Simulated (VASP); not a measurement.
# Ta2F (P1) in VASP: single point with PBE

Aim: the single point of Ta2F with PBE.

Program: VASP 6.6.1. These are calculated values, not measurements. Logs are shortened: lines on timing, memory, paths and dates and some standing lists are left out, and cuts for length are marked.

**1. The cell of the first run**

The typed cell holds 12 atoms: a = 2.889 Å, b = 5.359 Å, c = 13.573 Å, α = 86.47°, β = 88.60°, γ = 96.72°.

**2. Single point, PBE**

Contents of INCAR:

```
ALGO = Normal
EDIFF = 1E-7
ENCUT = 520
GGA = PE
ISIF = 2
ISMEAR = 0
LASPH = T
LCHARG = F
LREAL = F
LWAVE = F
NBANDS = 70
NELM = 100
PREC = Accurate
SIGMA = 0.2
```

Contents of KPOINTS:

```
k-points
0
Gamma
  8 4 2
```

Contents of POSCAR:

```
Ta2F
1.0
    2.8830383136     -0.1747700080      0.0397364012
   -0.3063436802      5.3478163338      0.1618534837
    0.1722774365      0.4374031227     13.5648751058
Ta F
8 4
Direct
    1.3408636733      0.0835265150      0.2602021869
    0.8409234347      0.5835296537      0.2601944357
    0.1592129859      0.4163620398      0.7398006519
    0.6592279438      0.9163506882      0.7398007436
    1.1098953864      0.3598611087      0.0872914462
    0.6099201063      0.8598761775      0.0872885521
    0.3899054513      0.1403002565      0.9127113136
   -0.1101209813      0.6402986643      0.9127157694
    0.8443184474      0.2379053378      0.3659458183
    0.3443687541      0.7378979106      0.3659340536
    0.6557428606      0.2620402977      0.6340616408
    0.1557419372      0.7620513503      0.6340533879
```

Potentials or basis: VASP PAW PBE potentials, release 64 (Ta_pv, F).

Launch:

```
cat potpaw_PBE.64/Ta_pv/POTCAR potpaw_PBE.64/F/POTCAR > POTCAR
mpirun -np 1 vasp_std > vasp.out
```

OUTCAR:

```text
EDIFF = 1E-7
   ENCUT = 520
   GGA = PE
   ISIF = 2
   ISMEAR = 0
   LASPH = T
   LREAL = F
   NELM = 100
   PREC = Accurate

 ion  position               nearest neighbor table
   1  0.341  0.084  0.260-   9 2.20   9 2.26  10 2.27   6 2.83   5 2.83   2 2.89   2 2.89   2 3.19
                             2 3.19   5 3.34   6 3.38
   2  0.841  0.584  0.260-  10 2.20  10 2.26   9 2.27   5 2.83   6 2.83   1 2.89   1 2.89   1 3.19
                             1 3.19   6 3.34   5 3.38
   3  0.159  0.416  0.740-  11 2.20  11 2.26  12 2.27   7 2.83   8 2.83   4 2.89   4 2.89   4 3.19
                             4 3.19   7 3.34   8 3.38
   4  0.659  0.916  0.740-  12 2.20  12 2.26  11 2.27   8 2.83   7 2.83   3 2.89   3 2.89   3 3.19
                             3 3.19   8 3.34   7 3.38
   5  0.110  0.360  0.087-   2 2.83   1 2.83   7 2.85   8 2.85   6 2.89   6 2.89   6 3.19   6 3.19
                             1 3.34   7 3.37   2 3.38   8 3.38
   6  0.610  0.860  0.087-   1 2.83   2 2.83   8 2.85   7 2.85   5 2.89   5 2.89   5 3.19   5 3.19
                             2 3.34   8 3.37   1 3.38   7 3.38
   7  0.390  0.140  0.913-   3 2.83   4 2.83   5 2.85   6 2.85   8 2.89   8 2.89   8 3.19   8 3.19
                             3 3.34   5 3.37   4 3.38   6 3.38
   8  0.890  0.640  0.913-   4 2.83   3 2.83   6 2.85   5 2.85   7 2.89   7 2.89   7 3.19   7 3.19
                             4 3.34   6 3.37   3 3.38   5 3.38
   9  0.844  0.238  0.366-   1 2.20   1 2.26   2 2.27
  10  0.344  0.738  0.366-   2 2.20   2 2.26   1 2.27
  11  0.656  0.262  0.634-   3 2.20   3 2.26   4 2.27
  12  0.156  0.762  0.634-   4 2.20   4 2.26   3 2.27

  LATTYP: Found a triclinic cell.
 ALAT       =     5.7827676768
 B/A-ratio  =     0.4995193008
 C/A-ratio  =     2.3471492365
 COS(alpha) =     0.0244664202
 COS(beta)  =     0.0693232428
 COS(gamma) =     0.3910786095

  Lattice vectors:

 A1 = (  -2.5766946334,  -5.1730463258,  -0.2015898849)
 A2 = (  -2.8830383136,   0.1747700080,  -0.0397364012)
 A3 = (  -0.1722774365,  -0.4374031227, -13.5648751058)

Analysis of symmetry for initial positions (statically):
=====================================================================
 Subroutine PRICEL returns:
 Original cell was already a primitive cell.

 Routine SETGRP: Setting up the symmetry group for a
 triclinic supercell.

 Subroutine GETGRP returns: Found  1 space group operations
 (whereof  1 operations were pure point group operations)
 out of a pool of  2 trial point group operations.

The static configuration has the point symmetry C_1 .

Analysis of symmetry for dynamics (positions and initial velocities):
=====================================================================
 Subroutine PRICEL returns:
 Original cell was already a primitive cell.

 Routine SETGRP: Setting up the symmetry group for a
 triclinic supercell.

 Subroutine GETGRP returns: Found  1 space group operations
 (whereof  1 operations were pure point group operations)
 out of a pool of  2 trial point group operations.

The dynamic configuration has the point symmetry C_1 .

 Subroutine INISYM returns: Found  1 space group operations
 (whereof  1 operations are pure point group operations),
 and found     1 'primitive' translations

----------------------------------------------------------------------------------------

                                     Primitive cell

  volume of cell :     208.1655

  direct lattice vectors                    reciprocal lattice vectors
     2.883038314 -0.174770008  0.039736401     0.348144423  0.020096495 -0.005069542
    -0.306343680  5.347816334  0.161853484     0.011472189  0.187837105 -0.006202559
     0.172277436  0.437403123 13.564875106    -0.001156724 -0.002300106  0.073808667

  length of vectors
     2.888604067  5.359028134 13.573018737     0.348760819  0.188289301  0.073853557

  position of ions in fractional coordinates (direct lattice)
     0.340863673  0.083526515  0.260202187
     0.840923435  0.583529654  0.260194436
     0.159212986  0.416362040  0.739800652
     0.659227944  0.916350688  0.739800744
     0.109895386  0.359861109  0.087291446
     0.609920106  0.859876177  0.087288552
     0.389905451  0.140300256  0.912711314
     0.889879019  0.640298664  0.912715769
     0.844318447  0.237905338  0.365945818
     0.344368754  0.737897911  0.365934054
     0.655742861  0.262040298  0.634061641
     0.155741937  0.762051350  0.634053388

  ion indices of the primitive-cell ions
   primitive index   ion index
                 1           1
                 2           2
                 3           3
                 4           4
                 5           5
                 6           6
                 7           7
                 8           8
                 9           9
                10          10
                11          11
                12          12

----------------------------------------------------------------------------------------

 KPOINTS: k-points

Automatic generation of k-mesh.
 Grid dimensions read from file:
 generate k-points for:    8    4    2

 Generating k-lattice:

  Cartesian coordinates                     Fractional coordinates (reciprocal lattice)
     0.043518053  0.002512062 -0.000633693     0.125000000  0.000000000 -0.000000000
     0.002868047  0.046959276 -0.001550640    -0.000000000  0.250000000  0.000000000
    -0.000578362 -0.001150053  0.036904334     0.000000000  0.000000000  0.500000000

  Length of vectors
     0.043595102  0.047072325  0.036926778

  Shift w.r.t. Gamma in fractional coordinates (k-lattice)
     0.000000000  0.000000000  0.000000000

 Subroutine IBZKPT returns following result:
 ===========================================

 Found     36 irreducible k-points:

 Following reciprocal coordinates:
            Coordinates               Weight
  0.000000  0.000000  0.000000      1.000000
  0.125000  0.000000  0.000000      2.000000
  0.250000  0.000000  0.000000      2.000000
  0.375000  0.000000  0.000000      2.000000
  0.500000  0.000000  0.000000      1.000000
 -0.000000  0.250000  0.000000      2.000000
[... 16 lines left out ...]
  0.500000  0.000000  0.500000      1.000000
 -0.000000  0.250000  0.500000      2.000000
 [... further k-points ...]
   k-points           NKPTS =     36   k-points in BZ     NKDIM =     36   number of bands    NBANDS=     70
   number of dos      NEDOS =    301   number of ions     NIONS =     12
   total plane-waves  NPLWV = 103680
   dimension x,y,z NGX =    24 NGY =   40 NGZ =  108
   dimension x,y,z NGXF=    48 NGYF=   80 NGZF=  216
   ions per type =               8   4
   NGX,Y,Z   is equivalent  to a cutoff of  13.81, 12.41, 13.23 a.u.
   NGXF,Y,Z  is equivalent  to a cutoff of  27.63, 24.82, 26.46 a.u.
 SYSTEM =  unknown system
   PREC   = accura    normal or accurate (medium, high low for compatibility)
   ISTART =      0    job   : 0-new  1-cont  2-samecut
   ICHARG =      2    charge: 1-file 2-atom 10-const
   ISPIN  =      1    spin polarized calculation?
   LNONCOLLINEAR =      F non collinear calculations
   LSORBIT =      F    spin-orbit coupling
   LASPH  =      T    aspherical Exc in radial PAW
   ENCUT  =  520.0 eV  38.22 Ry    6.18 a.u.   5.37  9.96 25.24*2*pi/ulx,y,z
   NELM   =    100;   NELMIN=  2; NELMDL= -5     # of ELM steps
   EDIFF  = 0.1E-06   stopping-criterion for ELM
   LREAL  =      F    real-space projection
   EDIFFG = 0.1E-05   stopping-criterion for IOM
   NSW    =      0    number of steps for IOM
   IBRION =     -1    ionic relax: 0-MD 1-quasi-New 2-CG
   NFREE  =      0    steps in history (QN), initial steepest desc. (CG)
   ISIF   =      2    stress and relaxation
   ISYM   =      2    0-nonsym 1-usesym 2-fastsym
   POTIM  = 0.5000    time-step for ionic-motion
   TEBEG  =    0.0;   TEEND  =   0.0 temperature during run
   PSTRESS=    0.0 pullay stress
   NELECT =     116.0000    total number of electrons
   NUPDOWN=      -1.0000    fix difference up-down
   EMIN   =  10.00;   EMAX   =-10.00  energy-range for DOS
   EFERMI =   0.00;   METHOD = LEGACY
   ISMEAR =     0;   SIGMA  =   0.20  broadening in eV -4-tet -1-fermi 0-gaus
   EFERMI_NEDOS =   21; number of points for ismear=-14 and -15
   IALGO  =     38    algorithm
   IMIX   =      4    mixing-type and parameters
     AMIX     =   0.40;   BMIX     =  1.00
     AMIX_MAG =   1.60;   BMIX_MAG =  1.00
  volume/ion in A,a.u.               =      17.35       117.06
  Fermi-wavevector in a.u.,A,eV,Ry     =   1.347177  2.545795 24.693010  1.814885
  Thomas-Fermi vector in A             =   2.474949
   LORBIT       =      0    0 simple, 1 ext, 2 COOP (PROOUT), +10 PAW based schemes
   GGA     = PE    functional components
   LHFCALC =     F    Hartree Fock is set to
   AEXX    =    0.0000 exact exchange contribution
   IVDW    =     0    specifies the selected vdW correction
   LEPSILON=     F    determine dielectric tensor
   LRPA    =     F    only Hartree local field effects (RPA)
 non-spin polarized calculation
 Gauss-broadening in eV      SIGMA  =   0.20
  energy-cutoff  :      520.00
  volume of cell :      208.17
 maximum number of plane-waves:      5644
 NGX is ok and might be reduce to    24
   NGX = 11   NGY = 19   NGZ = 51

 number of electron     115.9999986 magnetization

 Free energy of the ion-electron system (eV)
  ---------------------------------------------------
  ext. energy  EPLUGINS =         0.00000000
  ---------------------------------------------------
  free energy    TOTEN  =      -115.62584443 eV

  energy without entropy =     -115.47836412  energy(sigma->0) =     -115.55210428

 E-fermi :   4.0350     XC(G=0): -10.9063

 val. band max:        4.0218381818   @ k =   0.1250   0.2500   0.0000
 cond. band min:       4.0431421649   @ k =  -0.0000   0.2500   0.0000
 fundamental gap:      0.0213039831
 Fermi energy:         4.0349910216

 k-point     1 :       0.0000    0.0000    0.0000
  band No.  band energies     occupation
      1     -31.1717      2.00000
      2     -31.1710      2.00000
      3     -30.9856      2.00000
      4     -30.9603      2.00000
      5     -30.7855      2.00000
      6     -30.7846      2.00000
[... 62 lines left out ...]
     69       7.3613      0.00000
     70       7.3819      0.00000

 k-point     2 :       0.1250    0.0000    0.0000
  band No.  band energies     occupation
      1     -31.1276      2.00000
      2     -31.1262      2.00000
      3     -30.9581      2.00000
      4     -30.9363      2.00000
      5     -30.7743      2.00000
      6     -30.7690      2.00000
[... 62 lines left out ...]
     69       6.7132      0.00000
     70       6.8153      0.00000

 k-point     3 :       0.2500    0.0000    0.0000
  band No.  band energies     occupation
      1     -31.0083      2.00000
      2     -31.0053      2.00000
      3     -30.8888      2.00000
      4     -30.8770      2.00000
      5     -30.7557      2.00000
      6     -30.7464      2.00000
[... 1522 lines left out ...]
     69       7.4664      0.00000
     70       7.4666      0.00000

 k-point    24 :      -0.0000    0.2500    0.5000
  band No.  band energies     occupation
      1     -31.0574      2.00000
      2     -31.0524      2.00000
      3     -30.9522      2.00000
      4     -30.9352      2.00000
      5     -30.8132      2.00000
      6     -30.8007      2.00000
[... 62 lines left out ...]
     69       7.1661      0.00000
     70       7.1840      0.00000

 [... further k-points ...]

------------------------ aborting loop because EDIFF is reached ----------------------------------------

  FORCE on cell =-STRESS in cart. coord.  units (eV):
  Direction    XX          YY          ZZ          XY          YZ          ZX
  --------------------------------------------------------------------------------------
  -------------------------------------------------------------------------------------
  Total        0.1249624      0.1078053     -0.0395476      0.0128349      0.0229939     -0.0227379
  in kB        0.9617916      0.8297397     -0.3043841      0.0987859      0.1769762     -0.1750059
  external PRESSURE =       0.4957157 kB  Pullay stress =       0.0000000 kB

 VOLUME and BASIS-vectors are now :
 -----------------------------------------------------------------------------
  energy-cutoff  :      520.00
  volume of cell :      208.17
      direct lattice vectors                 reciprocal lattice vectors
     2.883038314 -0.174770008  0.039736401     0.348144423  0.020096495 -0.005069542
    -0.306343680  5.347816334  0.161853484     0.011472189  0.187837105 -0.006202559
     0.172277436  0.437403123 13.564875106    -0.001156724 -0.002300106  0.073808667

 POSITION                                       TOTAL-FORCE (eV/Angst)
 -----------------------------------------------------------------------------------
      1.00196      0.50092      3.55667        -0.000023      0.005257     -0.037974
      2.29048      3.08745      3.65737        -0.001828      0.004659     -0.037005
      0.45892      2.52239     10.10902        -0.001239     -0.000556      0.038076
      1.74731      5.10885     10.20981        -0.001704     -0.000018      0.037679
      0.22163      1.94345      1.24671         0.006591     -0.007009      0.006571
      1.51004      4.53004      1.34747         0.005485     -0.008044      0.007473
      1.23837      1.08138     12.41902        -0.003817      0.003093     -0.007204
      2.52664      3.66790     12.51987        -0.002834      0.003010     -0.007855
      2.42437      1.28478      5.03607        -0.002403     -0.000756      0.036911
      0.82982      4.04602      5.09697        -0.002659     -0.000694      0.038052
      1.91949      1.56408      8.66944         0.002125      0.000560     -0.037716
      0.32479      4.32543      8.73038         0.002305      0.000499     -0.037009
 -----------------------------------------------------------------------------------
    total drift:                               -0.000003     -0.000028      0.000001

  FREE ENERGIE OF THE ION-ELECTRON SYSTEM (eV)
  ---------------------------------------------------
  free  energy   TOTEN  =      -115.6258444276 eV

  energy  without entropy=     -115.4783641231  energy(sigma->0) =     -115.55210428
```

It took 6.8 min on 1 thread of Intel Xeon 6975P-C (Granite Rapids), shared host; peak memory 0.54 GiB.

What came out:

```
Free energy            : -115.6258 eV
Pressure               : 0.0 GPa
Largest force          : 0.038 eV/Å
Band gap on the k mesh : zero (bands 58 and 59 overlap by 0.87 eV)
```

Forces in eV/Å, atoms in the order of the input:
```
Ta   0.000  0.005 -0.038
Ta  -0.002  0.005 -0.037
Ta  -0.001 -0.001  0.038
Ta  -0.002  0.000  0.038
Ta   0.007 -0.007  0.007
Ta   0.005 -0.008  0.007
Ta  -0.004  0.003 -0.007
Ta  -0.003  0.003 -0.008
F   -0.002 -0.001  0.037
F   -0.003 -0.001  0.038
F    0.002  0.001 -0.038
F    0.002  0.000 -0.037
```

Caveat: spin-orbit coupling is left out, which moves the levels of the heavy elements.
